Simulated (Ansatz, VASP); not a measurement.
**WC: VASP beside Ansatz**

```
W C
1.0
     2.94475    0.00000    0.00000
    -1.47237    2.55022    0.00000
     0.00000    0.00000    2.87393
W C
1 1
Direct
  0.00000 0.00000 0.00000
  0.66667 0.33333 0.50000
```

Alike in both runs: task single point; functional PBE; k mesh 11 × 11 × 10; occupations fermi-dirac, width 0.15 eV; no spin polarisation.

|  | VASP | Ansatz |
| --- | --- | --- |
| version | VASP 6.6.1 | Ansatz 0.2.0 |
| potentials or method | VASP PAW PBE potentials, release 64 (W_sv, C), cutoff 520 eV | plane waves, PAW |
| valence electrons in the cell | 18 | 18 |

Ansatz gave:

| Property | Result |
| --- | --- |
| pressure (GPa) | -9.2 |
| traceless stress, the component that is largest in VASP (GPa) | -2.09 |

Problem. Which values does VASP return?

Solution. Pressure (GPa): -8.2; traceless stress, the component that is largest in VASP (GPa): -1.90.

Ansatz's warnings: structure snapped to symmetry.

Spin-orbit coupling is off throughout.
